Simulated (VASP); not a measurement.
# Re (Fm-3m) in VASP: further runs

The runs below take Re through single point, relaxation of cell and atoms, with LDA.

Everything below comes from runs of VASP 6.6.1. Logs are shortened: lines on timing, memory, paths and dates and some standing lists are left out, and cuts for length are marked.

## Step 1: The cell of the first run

It takes space group Fm-3m (No. 225, cubic). The conventional cell has a = 3.856 Å, b = 3.856 Å, c = 3.856 Å, α = 90.00°, β = 90.00°, γ = 90.00°. Within 3.6 Å of Re (site symmetry m-3m) lie 12 Re at 2.73 Å.

## Step 2: Single point, LDA

File INCAR:

```
SYSTEM = Re
PREC = Accurate
ENCUT = 520
EDIFF = 1E-6
ISMEAR = 1
SIGMA = 0.1
LREAL = .False.
LASPH = .True.
NELM = 100
ALGO = Normal
ISIF = 2
LWAVE = .False.
LCHARG = .False.
NBANDS = 10
```

File KPOINTS:

```
Automatic mesh
0
Gamma
  11 11 11
  0 0 0
```

File POSCAR:

```
Re
1.0
    0.0000000000      1.9282193033      1.9282193033
    1.9282193033      0.0000000000      1.9282193033
    1.9282193033      1.9282193033      0.0000000000
Re
1
Direct
    0.0000000000      0.0000000000      0.0000000000
```

Potentials or basis: VASP PAW LDA potentials, release 64 (Re).

Started as:

```console
> cat potpaw_LDA.64/Re/POTCAR > POTCAR
> mpirun -np 1 vasp_std > vasp.out
```

OUTCAR:

```text
SYSTEM = Re
   PREC = Accurate
   ENCUT = 520
   EDIFF = 1E-6
   ISMEAR = 1
   LREAL = .False.
   LASPH = .True.
   NELM = 100
   ISIF = 2

 ion  position               nearest neighbor table
   1  0.000  0.000  0.000-

  LATTYP: Found a face centered cubic cell.
 ALAT       =     3.8564386066

  Lattice vectors:

 A1 = (   0.0000000000,   1.9282193033,   1.9282193033)
 A2 = (   1.9282193033,   0.0000000000,   1.9282193033)
 A3 = (   1.9282193033,   1.9282193033,   0.0000000000)

Analysis of symmetry for initial positions (statically):
=====================================================================
 Subroutine PRICEL returns:
 Original cell was already a primitive cell.

 Routine SETGRP: Setting up the symmetry group for a
 face centered cubic supercell.

 Subroutine GETGRP returns: Found 48 space group operations
 (whereof 48 operations were pure point group operations)
 out of a pool of 48 trial point group operations.

The static configuration has the point symmetry O_h .

Analysis of symmetry for dynamics (positions and initial velocities):
=====================================================================
 Subroutine PRICEL returns:
 Original cell was already a primitive cell.

 Routine SETGRP: Setting up the symmetry group for a
 face centered cubic supercell.

 Subroutine GETGRP returns: Found 48 space group operations
 (whereof 48 operations were pure point group operations)
 out of a pool of 48 trial point group operations.

The dynamic configuration has the point symmetry O_h .

 Subroutine INISYM returns: Found 48 space group operations
 (whereof 48 operations are pure point group operations),
 and found     1 'primitive' translations

----------------------------------------------------------------------------------------

                                     Primitive cell

  volume of cell :      14.3384

  direct lattice vectors                    reciprocal lattice vectors
     0.000000000  1.928219303  1.928219303    -0.259306604  0.259306604  0.259306604
     1.928219303  0.000000000  1.928219303     0.259306604 -0.259306604  0.259306604
     1.928219303  1.928219303  0.000000000     0.259306604  0.259306604 -0.259306604

  length of vectors
     2.726913890  2.726913890  2.726913890     0.449132213  0.449132213  0.449132213

  position of ions in fractional coordinates (direct lattice)
     0.000000000  0.000000000  0.000000000

  ion indices of the primitive-cell ions
   primitive index   ion index
                 1           1

----------------------------------------------------------------------------------------

 KPOINTS: Automatic mesh

Automatic generation of k-mesh.
 Grid dimensions read from file:
 generate k-points for:   11   11   11

 Generating k-lattice:

  Cartesian coordinates                     Fractional coordinates (reciprocal lattice)
    -0.023573328  0.023573328  0.023573328     0.090909091  0.000000000  0.000000000
     0.023573328 -0.023573328  0.023573328     0.000000000  0.090909091  0.000000000
     0.023573328  0.023573328 -0.023573328     0.000000000  0.000000000  0.090909091

  Length of vectors
     0.040830201  0.040830201  0.040830201

  Shift w.r.t. Gamma in fractional coordinates (k-lattice)
     0.000000000  0.000000000  0.000000000

 Subroutine IBZKPT returns following result:
 ===========================================

 Found     56 irreducible k-points:

 Following reciprocal coordinates:
            Coordinates               Weight
  0.000000  0.000000  0.000000      1.000000
  0.090909  0.000000  0.000000      8.000000
  0.181818  0.000000  0.000000      8.000000
  0.272727  0.000000  0.000000      8.000000
  0.363636  0.000000  0.000000      8.000000
  0.454545  0.000000  0.000000      8.000000
[... 16 lines left out ...]
 -0.272727  0.181818  0.000000     24.000000
 -0.181818  0.181818  0.000000     12.000000
 [... further k-points ...]
   k-points           NKPTS =     56   k-points in BZ     NKDIM =     56   number of bands    NBANDS=     10
   number of dos      NEDOS =    301   number of ions     NIONS =      1
   total plane-waves  NPLWV =   8000
   dimension x,y,z NGX =    20 NGY =   20 NGZ =   20
   dimension x,y,z NGXF=    40 NGYF=   40 NGZF=   40
   ions per type =               1
   NGX,Y,Z   is equivalent  to a cutoff of  12.19, 12.19, 12.19 a.u.
   NGXF,Y,Z  is equivalent  to a cutoff of  24.39, 24.39, 24.39 a.u.
 SYSTEM =  Re
   PREC   = accura    normal or accurate (medium, high low for compatibility)
   ISTART =      0    job   : 0-new  1-cont  2-samecut
   ICHARG =      2    charge: 1-file 2-atom 10-const
   ISPIN  =      1    spin polarized calculation?
   LNONCOLLINEAR =      F non collinear calculations
   LSORBIT =      F    spin-orbit coupling
   LASPH  =      T    aspherical Exc in radial PAW
   ENCUT  =  520.0 eV  38.22 Ry    6.18 a.u.   5.07  5.07  5.07*2*pi/ulx,y,z
   NELM   =    100;   NELMIN=  2; NELMDL= -5     # of ELM steps
   EDIFF  = 0.1E-05   stopping-criterion for ELM
   LREAL  =      F    real-space projection
   EDIFFG = 0.1E-04   stopping-criterion for IOM
   NSW    =      0    number of steps for IOM
   IBRION =     -1    ionic relax: 0-MD 1-quasi-New 2-CG
   NFREE  =      0    steps in history (QN), initial steepest desc. (CG)
   ISIF   =      2    stress and relaxation
   ISYM   =      2    0-nonsym 1-usesym 2-fastsym
   POTIM  = 0.5000    time-step for ionic-motion
   TEBEG  =    0.0;   TEEND  =   0.0 temperature during run
   PSTRESS=    0.0 pullay stress
   NELECT =       7.0000    total number of electrons
   NUPDOWN=      -1.0000    fix difference up-down
   EMIN   =  10.00;   EMAX   =-10.00  energy-range for DOS
   EFERMI =   0.00;   METHOD = LEGACY
   ISMEAR =     1;   SIGMA  =   0.10  broadening in eV -4-tet -1-fermi 0-gaus
   EFERMI_NEDOS =   21; number of points for ismear=-14 and -15
   IALGO  =     38    algorithm
   IMIX   =      4    mixing-type and parameters
     AMIX     =   0.40;   BMIX     =  1.00
     AMIX_MAG =   1.60;   BMIX_MAG =  1.00
  volume/ion in A,a.u.               =      14.34        96.76
  Fermi-wavevector in a.u.,A,eV,Ry     =   1.289064  2.435977 22.608604  1.661686
  Thomas-Fermi vector in A             =   2.420979
   LORBIT       =      0    0 simple, 1 ext, 2 COOP (PROOUT), +10 PAW based schemes
   GGA     = CA    functional components
   LHFCALC =     F    Hartree Fock is set to
   AEXX    =    0.0000 exact exchange contribution
   IVDW    =     0    specifies the selected vdW correction
   LEPSILON=     F    determine dielectric tensor
   LRPA    =     F    only Hartree local field effects (RPA)
 non-spin polarized calculation
 Methfessel and Paxton  Order N= 1 SIGMA  =   0.10
  energy-cutoff  :      520.00
  volume of cell :       14.34
 maximum number of plane-waves:       393
   NGX = 11   NGY = 11   NGZ = 11

 number of electron       7.0000000 magnetization

 Free energy of the ion-electron system (eV)
  ---------------------------------------------------
  ext. energy  EPLUGINS =         0.00000000
  ---------------------------------------------------
  free energy    TOTEN  =       -13.69669696 eV

  energy without entropy =      -13.69516232  energy(sigma->0) =      -13.69618541

 E-fermi :   8.4618     XC(G=0): -13.9810

 val. band max:        8.4578771069   @ k =   0.2727   0.1818   0.0909
 cond. band min:       8.4820522144   @ k =  -0.4545   0.2727   0.0909
 fundamental gap:      0.0241751075
 Fermi energy:         8.4618199082

 k-point     1 :       0.0000    0.0000    0.0000
  band No.  band energies     occupation
      1      -1.7925      2.00000
      2       6.4456      2.00000
      3       6.4456      2.00000
      4       6.4456      2.00000
      5       9.7485     -0.00000
      6       9.7485     -0.00000
      7      22.4384      0.00000
      8      28.1980      0.00000
      9      28.1980      0.00000
     10      28.1980      0.00000

 k-point     2 :       0.0909    0.0000    0.0000
  band No.  band energies     occupation
      1      -1.3999      2.00000
      2       6.1891      2.00000
      3       6.6250      2.00000
      4       6.6250      2.00000
      5       9.6075     -0.00000
      6       9.6075     -0.00000
      7      23.1917      0.00000
      8      26.5852      0.00000
      9      28.9234      0.00000
     10      28.9234      0.00000

 k-point     3 :       0.1818    0.0000    0.0000
  band No.  band energies     occupation
      1      -0.3584      2.00000
      2       5.7131      2.00000
      3       6.9406      2.00000
      4       6.9406      2.00000
      5       9.5101     -0.00000
      6       9.5101     -0.00000
      7      23.8750      0.00000
      8      25.5195      0.00000
      9      30.9323      0.00000
     10      30.9323      0.00000

 k-point     4 :       0.2727    0.0000    0.0000
  band No.  band energies     occupation
      1       0.8101      2.00000
      2       5.7481      2.00000
      3       6.8638      2.00000
      4       6.8638      2.00000
      5      10.1365     -0.00000
      6      10.1365     -0.00000
      7      22.0825      0.00000
      8      26.4468      0.00000
      9      33.1675      0.00000
     10      33.6887      0.00000
[... 222 lines left out ...]
 k-point    22 :      -0.3636    0.1818    0.0000
  band No.  band energies     occupation
      1       2.7155      2.00000
      2       5.1650      2.00000
      3       6.5372      2.00000
      4       7.3683      2.00000
      5      11.0163      0.00000
      6      14.6877      0.00000
      7      19.5956      0.00000
      8      24.9045      0.00000
      9      26.7139      0.00000
     10      30.7087      0.00000

 k-point    23 :      -0.2727    0.1818    0.0000
  band No.  band energies     occupation
      1       2.6126      2.00000
      2       5.2885      2.00000
      3       5.7428      2.00000
      4       7.6013      2.00000
      5       9.4784     -0.00000
      6      13.5808      0.00000
      7      22.0694      0.00000
      8      25.9770      0.00000
      9      27.2856      0.00000
     10      31.2484      0.00000

 k-point    24 :      -0.1818    0.1818    0.0000
  band No.  band energies     occupation
      1       1.6173      2.00000
      2       4.9527      2.00000
      3       6.4612      2.00000
      4       8.0901      2.00000
      5       8.1582      2.00015
      6      11.9689      0.00000
      7      23.6893      0.00000
      8      27.7602      0.00000
      9      28.7117      0.00000
     10      29.0464      0.00000

 [... further k-points ...]
[... 5 lines left out ...]
  --------------------------------------------------------------------------------------
  -------------------------------------------------------------------------------------
  Total        0.2109783      0.2109783      0.2109783      0.0000000      0.0000000     -0.0000000
  in kB       23.5748536     23.5748536     23.5748536      0.0000000      0.0000000     -0.0000000
  external PRESSURE =      23.5748536 kB  Pullay stress =       0.0000000 kB

 VOLUME and BASIS-vectors are now :
 -----------------------------------------------------------------------------
  energy-cutoff  :      520.00
  volume of cell :       14.34
      direct lattice vectors                 reciprocal lattice vectors
     0.000000000  1.928219303  1.928219303    -0.259306604  0.259306604  0.259306604
     1.928219303  0.000000000  1.928219303     0.259306604 -0.259306604  0.259306604
     1.928219303  1.928219303  0.000000000     0.259306604  0.259306604 -0.259306604

 POSITION                                       TOTAL-FORCE (eV/Angst)
 -----------------------------------------------------------------------------------
      0.00000      0.00000      0.00000         0.000000      0.000000      0.000000
 -----------------------------------------------------------------------------------
    total drift:                                0.000000      0.000000     -0.000000

  FREE ENERGIE OF THE ION-ELECTRON SYSTEM (eV)
  ---------------------------------------------------
  free  energy   TOTEN  =       -13.6966969593 eV

  energy  without entropy=      -13.6951623214  energy(sigma->0) =      -13.69618541
```

Run time: 3.2 s. Hardware: 1 thread of Intel Xeon 6975P-C (Granite Rapids), shared host; peak memory 0.12 GiB.

What came out:

| Item | Value |
| --- | --- |
| Free energy | -13.6967 eV |
| Pressure | 2.4 GPa |

Caveat: spin-orbit coupling is left out, which moves the levels of the heavy elements.

(Part 1 of 2 ends here.)
